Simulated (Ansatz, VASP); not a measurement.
Two plane-wave programs on MgGe2

INCAR

```
PREC = Accurate
ENCUT = 520
EDIFF = 1E-6
ISMEAR = -1
SIGMA = 0.05
LREAL = False
LASPH = True
NELM = 100
ALGO = Normal
ISIF = 2
LWAVE = False
LCHARG = False
GGA = RP
NBANDS = 39
```

The input KPOINTS:

```
regular mesh
0
Gamma
  8 8 5
```

POSCAR

```
MgGe2
1.0
    5.5214850000     -1.8498460000      0.0000000000
    5.5214850000      1.8498460000      0.0000000000
   -3.2176250000      0.0000000000      6.0077740000
Ge Mg
4 2
Direct
    0.5292340000      0.5292340000      0.2936210000
    0.4707660000      0.4707660000      0.7063790000
    0.8803900000      0.8803900000      0.9854400000
    0.1196100000      0.1196100000      0.0145600000
    0.8152860000      0.8152860000      0.3492530000
    0.1847140000      0.1847140000      0.6507470000
```

Contents of input.yaml:

```yaml
crystal:
  lattice:
    - [5.521485, -1.849846, 0.0]
    - [5.521485, 1.849846, 0.0]
    - [-3.217625, 0.0, 6.007774]
  atoms:
    - { symbol: Ge, position: [0.529234, 0.529234, 0.293621] }
    - { symbol: Ge, position: [0.470766, 0.470766, 0.706379] }
    - { symbol: Ge, position: [0.88039, 0.88039, 0.98544] }
    - { symbol: Ge, position: [0.11961, 0.11961, 0.01456] }
    - { symbol: Mg, position: [0.815286, 0.815286, 0.349253] }
    - { symbol: Mg, position: [0.184714, 0.184714, 0.650747] }
hamiltonian:
  xc: rpbe
  pseudopotentials: { kind: paw }
kpoints:
  mp_grid: { grid: [8, 8, 5] }
scf:
  occupations: { method: fermi_dirac, width: 0.05 }
  n_extra_bands: 15
output:
  forces: true
  stress: true
  eigenvalues: true
  dos: { projected: true, de: 0.05, nscf_kmesh: { grid: [12, 12, 8] } }
```

Alike in both runs: functional RPBE; k mesh 8 × 8 × 5; occupations fermi-dirac, width 0.05 eV; no spin polarisation.

|  | VASP | Ansatz |
| --- | --- | --- |
| version | VASP 6.6.1 | Ansatz 0.2.0 |
| potentials or method | VASP PAW PBE potentials, release 64 (Ge_d, Mg) | Ansatz PAW |
| plane-wave cutoff (eV) | 520 | 420 |
| valence electrons in the cell | 60 | 76 |
| task | single point | projected density of states |

|  | VASP | Ansatz | Ansatz less VASP |
| --- | --- | --- | --- |
| gap on the k mesh at the Fermi level (eV) | none | none | - |
| pressure (GPa) | 1.0 | 1.1 | +0.16 |
| traceless stress, the component that is largest in VASP (GPa) | 0.57 | 0.56 | -0.010 |
| rms of the force components (eV/Å) | 0.051 | 0.048 | -0.0030 |

VASP's potentials were made for PBE, not for RPBE. Atom by atom the forces differ by 0.007 eV/Å (rms over components). A gap of «none» marks a metal or a gap that the smearing closes. VASP's potentials hold 60 valence electrons a cell and Ansatz's 76, so a difference there can come from the potentials and not from the codes.
